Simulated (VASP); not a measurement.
# MoS2 in VASP: a series of runs

The runs below take MoS2 through single point, with r2SCAN.

Program: VASP 6.6.1. These are calculated values, not measurements. Logs are shortened: lines on timing, memory, paths and dates and some standing lists are left out, and cuts for length are marked.

### 1 The cell of the first run

The cell holds a slab with vacuum, 3 atoms: a = 3.120 Å, b = 3.120 Å, c = 17.335 Å, α = 90.00°, β = 90.00°, γ = 120.00°.

### 2 Single point, r2SCAN

POSCAR

```
MoS2
1.0
    3.1204474000      0.0000000000      0.0000000000
   -1.5602188000      2.7023794000      0.0000000000
    0.0000000000      0.0000000000     17.3346000000
Mo S
1 2
Direct
    0.0000000000      0.0000000000      0.0000000000
    0.3333333333      0.6666666667      0.0894900000
    0.3333333333      0.6666666667      0.9105100000
```

INCAR.step1

```
PREC = Accurate ; ENCUT = 520
ISMEAR = -1 ; SIGMA = 0.1
LREAL = False ; LASPH = True
NELM = 100 ; NBANDS = 20
GGA = PE ; ALGO = Normal
EDIFF = 1E-4 ; LWAVE = True
LCHARG = False
```

INCAR.step2

```
PREC = Accurate ; ENCUT = 520
EDIFF = 1E-6 ; ISMEAR = -1
SIGMA = 0.1 ; LREAL = False
LASPH = True ; NELM = 100
ALGO = Normal ; ISIF = 2
LWAVE = False ; LCHARG = False
METAGGA = R2SCAN ; LMIXTAU = True
NBANDS = 20 ; ISTART = 1
```

KPOINTS

```
regular mesh
0
Gamma
  12 12 2
```

Potentials or basis: VASP PAW PBE potentials, release 64 (Mo_sv, S).

Launch:

```console
$ cat potpaw_PBE.64/Mo_sv/POTCAR potpaw_PBE.64/S/POTCAR > POTCAR
$ cp INCAR.step1 INCAR
$ mpirun -np 1 vasp_std > vasp.out
$ cp INCAR.step2 INCAR
$ mpirun -np 1 vasp_std > vasp.out
```

OUTCAR:

```text
PREC = Accurate
   ENCUT = 520
   EDIFF = 1E-6
   ISMEAR = -1
   LREAL = False
   LASPH = True
   NELM = 100
   ISIF = 2
   METAGGA = R2SCAN
   ISTART = 1

 ion  position               nearest neighbor table
   1  0.000  0.000  0.000-   2 2.38   3 2.38   2 2.38   3 2.38   2 2.38   3 2.38
   2  0.333  0.667  0.089-   1 2.38   1 2.38   1 2.38
   3  0.333  0.667  0.911-   1 2.38   1 2.38   1 2.38

  LATTYP: Found a hexagonal cell.
 ALAT       =     3.1204474000
 C/A-ratio  =     5.5551649421

  Lattice vectors:

 A1 = (   3.1204474000,   0.0000000000,   0.0000000000)
 A2 = (  -1.5602188000,   2.7023794000,   0.0000000000)
 A3 = (   0.0000000000,   0.0000000000,  17.3346000000)

Analysis of symmetry for initial positions (statically):
=====================================================================
 Subroutine PRICEL returns:
 Original cell was already a primitive cell.

 Routine SETGRP: Setting up the symmetry group for a
 hexagonal supercell.

 Subroutine GETGRP returns: Found 12 space group operations
 (whereof 12 operations were pure point group operations)
 out of a pool of 24 trial point group operations.

The static configuration has the point symmetry D_3h.

Analysis of symmetry for dynamics (positions and initial velocities):
=====================================================================
 Subroutine PRICEL returns:
 Original cell was already a primitive cell.

 Routine SETGRP: Setting up the symmetry group for a
 hexagonal supercell.

 Subroutine GETGRP returns: Found 12 space group operations
 (whereof 12 operations were pure point group operations)
 out of a pool of 24 trial point group operations.

The dynamic configuration has the point symmetry D_3h.

 Subroutine INISYM returns: Found 12 space group operations
 (whereof 12 operations are pure point group operations),
 and found     1 'primitive' translations

----------------------------------------------------------------------------------------

                                     Primitive cell

  volume of cell :     146.1763

  direct lattice vectors                    reciprocal lattice vectors
     3.120447400  0.000000000  0.000000000     0.320466866  0.185021552  0.000000000
    -1.560218800  2.702379400  0.000000000     0.000000000  0.370044265  0.000000000
     0.000000000  0.000000000 17.334600000     0.000000000  0.000000000  0.057688092

  length of vectors
     3.120447400  3.120438611 17.334600000     0.370043223  0.370044265  0.057688092

  position of ions in fractional coordinates (direct lattice)
     0.000000000  0.000000000  0.000000000
     0.333333333  0.666666667  0.089490000
     0.333333333  0.666666667  0.910510000

  ion indices of the primitive-cell ions
   primitive index   ion index
                 1           1
                 2           2
                 3           3

----------------------------------------------------------------------------------------

 KPOINTS: regular mesh

Automatic generation of k-mesh.
 Grid dimensions read from file:
 generate k-points for:   12   12    2

 Generating k-lattice:

  Cartesian coordinates                     Fractional coordinates (reciprocal lattice)
     0.026705572  0.015418463  0.000000000     0.083333333 -0.000000000  0.000000000
     0.000000000  0.030837022  0.000000000     0.000000000  0.083333333  0.000000000
     0.000000000  0.000000000  0.028844046     0.000000000  0.000000000  0.500000000

  Length of vectors
     0.030836935  0.030837022  0.028844046

  Shift w.r.t. Gamma in fractional coordinates (k-lattice)
     0.000000000  0.000000000  0.000000000

 Subroutine IBZKPT returns following result:
 ===========================================

 Found     38 irreducible k-points:

 Following reciprocal coordinates:
            Coordinates               Weight
  0.000000  0.000000  0.000000      1.000000
  0.083333 -0.000000  0.000000      6.000000
  0.166667  0.000000  0.000000      6.000000
  0.250000 -0.000000  0.000000      6.000000
  0.333333 -0.000000  0.000000      6.000000
  0.416667  0.000000  0.000000      6.000000
[... 16 lines left out ...]
  0.250000 -0.000000  0.500000      6.000000
  0.333333 -0.000000  0.500000      6.000000
 [... further k-points ...]
   k-points           NKPTS =     38   k-points in BZ     NKDIM =     38   number of bands    NBANDS=     20
   number of dos      NEDOS =    301   number of ions     NIONS =      3
   total plane-waves  NPLWV =  80640
   dimension x,y,z NGX =    24 NGY =   24 NGZ =  140
   dimension x,y,z NGXF=    48 NGYF=   48 NGZF=  280
   ions per type =               1   2
   NGX,Y,Z   is equivalent  to a cutoff of  12.79, 12.79, 13.43 a.u.
   NGXF,Y,Z  is equivalent  to a cutoff of  25.57, 25.57, 26.85 a.u.
 SYSTEM =  unknown system
   PREC   = accura    normal or accurate (medium, high low for compatibility)
   ISTART =      1    job   : 0-new  1-cont  2-samecut
   ICHARG =      0    charge: 1-file 2-atom 10-const
   ISPIN  =      1    spin polarized calculation?
   LNONCOLLINEAR =      F non collinear calculations
   LSORBIT =      F    spin-orbit coupling
   LASPH  =      T    aspherical Exc in radial PAW
   ENCUT  =  520.0 eV  38.22 Ry    6.18 a.u.   5.80  5.80 32.23*2*pi/ulx,y,z
   NELM   =    100;   NELMIN=  2; NELMDL=  0     # of ELM steps
   EDIFF  = 0.1E-05   stopping-criterion for ELM
   LREAL  =      F    real-space projection
   EDIFFG = 0.1E-04   stopping-criterion for IOM
   NSW    =      0    number of steps for IOM
   IBRION =     -1    ionic relax: 0-MD 1-quasi-New 2-CG
   NFREE  =      0    steps in history (QN), initial steepest desc. (CG)
   ISIF   =      2    stress and relaxation
   ISYM   =      2    0-nonsym 1-usesym 2-fastsym
   POTIM  = 0.5000    time-step for ionic-motion
   TEBEG  =    0.0;   TEEND  =   0.0 temperature during run
   PSTRESS=    0.0 pullay stress
   NELECT =      26.0000    total number of electrons
   NUPDOWN=      -1.0000    fix difference up-down
   EMIN   =  10.00;   EMAX   =-10.00  energy-range for DOS
   EFERMI =   0.00;   METHOD = LEGACY
   ISMEAR =    -1;   SIGMA  =   0.10  broadening in eV -4-tet -1-fermi 0-gaus
   EFERMI_NEDOS =   21; number of points for ismear=-14 and -15
   IALGO  =     38    algorithm
   IMIX   =      4    mixing-type and parameters
     AMIX     =   0.40;   BMIX     =  1.00
     AMIX_MAG =   1.60;   BMIX_MAG =  1.00
  volume/ion in A,a.u.               =      48.73       328.82
  Fermi-wavevector in a.u.,A,eV,Ry     =   0.920676  1.739826 11.532907  0.847645
  Thomas-Fermi vector in A             =   2.046008
   LORBIT       =      0    0 simple, 1 ext, 2 COOP (PROOUT), +10 PAW based schemes
   METAGGA = R2SCAN    functional components
   LHFCALC =     F    Hartree Fock is set to
   AEXX    =    0.0000 exact exchange contribution
   IVDW    =     0    specifies the selected vdW correction
   LEPSILON=     F    determine dielectric tensor
   LRPA    =     F    only Hartree local field effects (RPA)
 non-spin polarized calculation
  energy-cutoff  :      520.00
  volume of cell :      146.18
 maximum number of plane-waves:      3972
 NGX is ok and might be reduce to    24
   NGX = 11   NGY = 11   NGZ = 65

 number of electron      26.0000005 magnetization

 Free energy of the ion-electron system (eV)
  ---------------------------------------------------
  ext. energy  EPLUGINS =         0.00000000
  ---------------------------------------------------
  free energy    TOTEN  =       -44.95004708 eV

  energy without entropy =      -44.95003622  energy(sigma->0) =      -44.95004165

 E-fermi :  -0.4316     XC(G=0):  -4.5274

 val. band max:       -1.4287414607   @ k =   0.3333   0.3333   0.5000
 cond. band min:       0.5537613618   @ k =   0.3333   0.3333   0.0000
 fundamental gap:      1.9825028225
 Fermi energy:        -0.4315558121

 k-point     1 :       0.0000    0.0000    0.0000
  band No.  band energies     occupation
      1     -64.1429      2.00000
      2     -37.6095      2.00000
      3     -37.3194      2.00000
      4     -37.3194      2.00000
      5     -16.4455      2.00000
      6     -14.9918      2.00000
[... 12 lines left out ...]
     19       4.8908      0.00000
     20       5.5776      0.00000

 k-point     2 :       0.0833   -0.0000    0.0000
  band No.  band energies     occupation
      1     -64.1393      2.00000
      2     -37.6026      2.00000
      3     -37.3535      2.00000
      4     -37.3271      2.00000
      5     -16.3287      2.00000
      6     -14.9463      2.00000
[... 12 lines left out ...]
     19       5.0325      0.00000
     20       5.8775      0.00000

 k-point     3 :       0.1667    0.0000    0.0000
  band No.  band energies     occupation
      1     -64.1294      2.00000
      2     -37.5836      2.00000
      3     -37.4457      2.00000
      4     -37.3479      2.00000
      5     -15.9964      2.00000
      6     -14.8172      2.00000
[... 12 lines left out ...]
     19       5.4471      0.00000
     20       6.3178      0.00000

 k-point     4 :       0.2500   -0.0000    0.0000
  band No.  band energies     occupation
      1     -64.1158      2.00000
      2     -37.5696      2.00000
      3     -37.5575      2.00000
      4     -37.3761      2.00000
      5     -15.5040      2.00000
      6     -14.6279      2.00000
[... 12 lines left out ...]
     19       6.0878      0.00000
     20       6.8720      0.00000

 k-point     5 :       0.3333   -0.0000    0.0000
  band No.  band energies     occupation
      1     -64.1022      2.00000
      2     -37.6914      2.00000
      3     -37.5313      2.00000
      4     -37.4042      2.00000
      5     -14.9493      2.00000
      6     -14.4203      2.00000
[... 12 lines left out ...]
     19       6.7351      0.00000
     20       7.1964      0.00000
[... 353 lines left out ...]
      6     -14.9463      2.00000
[... 12 lines left out ...]
     19       4.9532      0.00000
     20       6.0434      0.00000

 k-point    22 :       0.1667    0.0000    0.5000
  band No.  band energies     occupation
      1     -64.1294      2.00000
      2     -37.5836      2.00000
      3     -37.4457      2.00000
      4     -37.3479      2.00000
      5     -15.9964      2.00000
      6     -14.8172      2.00000
[... 12 lines left out ...]
     19       5.3751      0.00000
     20       6.4431      0.00000

 k-point    23 :       0.2500   -0.0000    0.5000
  band No.  band energies     occupation
      1     -64.1158      2.00000
      2     -37.5696      2.00000
      3     -37.5575      2.00000
      4     -37.3761      2.00000
      5     -15.5040      2.00000
      6     -14.6279      2.00000
[... 12 lines left out ...]
     19       5.9748      0.00000
     20       7.0252      0.00000

 k-point    24 :       0.3333   -0.0000    0.5000
  band No.  band energies     occupation
      1     -64.1022      2.00000
      2     -37.6914      2.00000
      3     -37.5313      2.00000
      4     -37.4042      2.00000
      5     -14.9493      2.00000
      6     -14.4203      2.00000
[... 12 lines left out ...]
     19       6.6346      0.00000
     20       7.2177      0.00000

 [... further k-points ...]

------------------------ aborting loop because EDIFF is reached ----------------------------------------

  FORCE on cell =-STRESS in cart. coord.  units (eV):
  Direction    XX          YY          ZZ          XY          YZ          ZX
  --------------------------------------------------------------------------------------
  -------------------------------------------------------------------------------------
  Total        2.5112408      2.5112272      1.4014549      0.0000046     -0.0000000     -0.0000000
  in kB       27.5246583     27.5245092     15.3607598      0.0000499     -0.0000000     -0.0000000
  external PRESSURE =      23.4699757 kB  Pullay stress =       0.0000000 kB

 VOLUME and BASIS-vectors are now :
 -----------------------------------------------------------------------------
  energy-cutoff  :      520.00
  volume of cell :      146.18
      direct lattice vectors                 reciprocal lattice vectors
     3.120447400  0.000000000  0.000000000     0.320466866  0.185021552  0.000000000
    -1.560218800  2.702379400  0.000000000     0.000000000  0.370044265  0.000000000
     0.000000000  0.000000000 17.334600000     0.000000000  0.000000000  0.057688092

 POSITION                                       TOTAL-FORCE (eV/Angst)
 -----------------------------------------------------------------------------------
      0.00000      0.00000      0.00000         0.000000      0.000000      0.000000
      0.00000      1.80159      1.55127        -0.000000     -0.000000      0.457257
      0.00000      1.80159     15.78333        -0.000000     -0.000000     -0.457257
 -----------------------------------------------------------------------------------
    total drift:                               -0.000050     -0.000075      0.000000

  FREE ENERGIE OF THE ION-ELECTRON SYSTEM (eV)
  ---------------------------------------------------
  free  energy   TOTEN  =       -44.9500470795 eV

  energy  without entropy=      -44.9500362159  energy(sigma->0) =      -44.95004165
```

Run time: 11 min. Hardware: 1 thread of AMD EPYC 7R43 (Zen 3), shared host; peak memory 0.32 GiB.

What came out:

```yaml
Free_energy: -44.9500 eV
Largest_force: 0.457 eV/Å
Band_gap_on_the_k_mesh: 1.98 eV
```

Forces in eV/Å, atoms in the order of the input:
```
Mo   0.000  0.000  0.000
S    0.000  0.000  0.457
S    0.000  0.000 -0.457
```

Levels at points of the mesh, in eV from the valence-band top:
```tsv
k point	band 10	band 11	band 12	band 13	band 14	band 15	band 16	band 17
(0.00, 0.00, 0.00)	-2.02	-1.58	-1.58	-0.08	3.14	3.14	3.40	3.40
(0.50, 0.00, 0.00)	-3.43	-2.10	-0.98	-0.67	2.63	3.15	4.36	4.81
(0.00, 0.00, 0.50)	-2.02	-1.58	-1.58	-0.08	3.14	3.14	3.40	3.40
(0.50, 0.00, 0.50)	-3.43	-2.10	-0.98	-0.67	2.63	3.15	4.36	4.81
```

Caveat: there is no dipole correction, which matters where the two faces differ; the PAW data sets were made with another functional, which shifts forces and pressure a little.

### 3 Single point, r2SCAN

This run uses another cell than the first one.

POSCAR

```
MoS2
1.0
    3.1522887000      0.0000000000      0.0000000000
   -1.5761394000      2.7299547000      0.0000000000
    0.0000000000      0.0000000000     17.3346000000
Mo S
1 2
Direct
    0.0000000000      0.0000000000      0.0000000000
    0.3333333333      0.6666666667      0.0894900000
    0.3333333333      0.6666666667      0.9105100000
```

INCAR.step1

```
ALGO = Normal ; EDIFF = 1E-4
ENCUT = 520 ; GGA = PE
ISMEAR = -1 ; LASPH = T
LCHARG = F ; LREAL = F
LWAVE = T ; NBANDS = 20
NELM = 60 ; PREC = Accurate
SIGMA = 0.1
```

INCAR.step2

```
ALGO = Normal ; EDIFF = 1E-6
ENCUT = 520 ; ISIF = 2
ISMEAR = -1 ; ISTART = 1
LASPH = T ; LCHARG = F
LMIXTAU = T ; LREAL = F
LWAVE = F ; METAGGA = R2SCAN
NBANDS = 20 ; NELM = 60
PREC = Accurate ; SIGMA = 0.1
```

KPOINTS

```
k-points
0
Gamma
  12 12 2
```

Potentials or basis: VASP PAW PBE potentials, release 64 (Mo_sv, S).

Launch:

```console
$ cat potpaw_PBE.64/Mo_sv/POTCAR potpaw_PBE.64/S/POTCAR > POTCAR
$ cp INCAR.step1 INCAR
$ mpirun -np 1 vasp_std > vasp.out
$ cp INCAR.step2 INCAR
$ mpirun -np 1 vasp_std > vasp.out
```

It took 9.3 min on 1 thread of AMD EPYC 7R43 (Zen 3), shared host; peak memory 0.32 GiB.

The run converged. Its results:

```
Free energy            : -44.9883 eV
Largest force          : 0.232 eV/Å
Band gap on the k mesh : 1.87 eV (least direct gap 1.87 eV)
```

Forces in eV/Å, atoms in the order of the input:
```
Mo   0.000  0.000  0.000
S    0.000  0.000  0.232
S    0.000  0.000 -0.232
```

Levels at points of the mesh, in eV from the valence-band top:
```csv
k point,band 11,band 12,band 13,band 14,band 15,band 16
"(0.00, 0.00, 0.00)",-1.62,-1.62,0.00,3.04,3.04,3.31
"(0.50, 0.00, 0.00)",-2.03,-1.05,-0.65,2.50,3.04,4.30
"(0.00, 0.00, 0.50)",-1.62,-1.62,0.00,3.04,3.04,3.31
"(0.50, 0.00, 0.50)",-2.03,-1.05,-0.65,2.50,3.04,4.30
```

Caveat: there is no dipole correction, which matters where the two faces differ; the PAW data sets were made with another functional, which shifts forces and pressure a little.
